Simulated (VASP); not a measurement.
Al2Cu:

```
Cu Al
1.0
     4.10518    0.00000    0.00000
     0.00000    4.10518    0.00000
     0.00000    0.00000    2.89131
Cu Al
1 2
Direct
  0.00000 0.00000 0.00000
  0.00000 0.50000 0.50000
  0.50000 0.00000 0.50000
```

```yaml
Program: VASP 6.6.1
Task: relaxation of cell and atoms
Functional: BLYP
Potentials_or_basis: VASP PAW PBE potentials, release 64 (Cu, Al)
Cutoff: 600 eV
k_mesh: 7 × 7 × 9
Occupations: fermi-dirac, width 0.05 eV
Spin: no spin polarisation
```

At the start: pressure 4.3 GPa; volume 16.24 Å³/atom.

Q: Where does the relaxation end?

A: Over 5 steps the energy falls by 12.4 meV/atom and the volume is 17.18 Å³/atom (+5.8 %); space group P4/mmm (No. 123, to 0.05 Å).

Step by step:
| step | energy change (eV) | largest force (eV/Å) | pressure (GPa) | volume (Å³) |
| --- | --- | --- | --- | --- |
| 1 | 0.0000 | 0.0000 | 4.26 | 48.73 |
| 2 | -0.0364 | 0.0000 | -0.41 | 51.83 |
| 3 | -0.0367 | 0.0000 | -0.03 | 51.55 |
| 4 | -0.0371 | 0.0000 | -0.05 | 51.55 |
| 5 | -0.0372 | 0.0000 | -0.04 | 51.55 |

Final structure:
```cif
data_structure
_symmetry_space_group_name_H-M 'P 1'
_symmetry_Int_Tables_number 1
_cell_length_a 4.1690
_cell_length_b 4.1690
_cell_length_c 2.9657
_cell_angle_alpha 90.000
_cell_angle_beta 90.000
_cell_angle_gamma 90.000
_cell_volume 51.55
loop_
_atom_site_label
_atom_site_type_symbol
_atom_site_fract_x
_atom_site_fract_y
_atom_site_fract_z
_atom_site_occupancy
Cu1 Cu 0.00000 0.00000 0.00000 1
Al1 Al 0.00000 0.50000 0.50000 1
Al2 Al 0.50000 0.00000 0.50000 1
```

Caveat: the PAW data sets were made with another functional, which shifts forces and pressure a little.
